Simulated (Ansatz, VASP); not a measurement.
## LuSc3F: VASP beside Ansatz

```
Lu Sc F
1.0
     4.71424    0.00000    0.00000
     0.00000    4.71424    0.00000
     0.00000    0.00000    4.71424
Lu Sc F
1 3 1
Direct
  0.50000 0.50000 0.50000
  0.50000 0.00000 0.00000
  0.00000 0.50000 0.00000
  0.00000 0.00000 0.50000
  0.00000 0.00000 0.00000
```

Change from the starting cell: species swapped into the Pr3SnN type (Pm-3m, No. 221).

Alike in both runs: functional PBE; k mesh 4 × 4 × 4; occupations gaussian, width 0.1 eV; no spin polarisation.

Ansatz relaxed the structure, and its values are those at the end. VASP's run is a single point on that final structure, the one shown.

|  | VASP | Ansatz |
| --- | --- | --- |
| version | VASP 6.6.1 | Ansatz 0.2.0 |
| potentials or method | VASP PAW PBE potentials, release 64 (Lu, Sc_sv, F), cutoff 520 eV | scalar-relativistic, plane waves, PAW |
| valence electrons in the cell | 65 | 65 |

Ansatz gave:

* gap on the k mesh at the Fermi level (eV): none
* pressure (GPa): 0.1

**Question.** Which values does VASP return?

**Answer.** gap on the k mesh at the Fermi level (eV): none; pressure (GPa): 0.2.

A gap of «none» marks a metal or a gap that the smearing closes. With one functional, cell and mesh, what is left measures potentials, basis and numerics.

Neither program's run includes spin-orbit coupling.
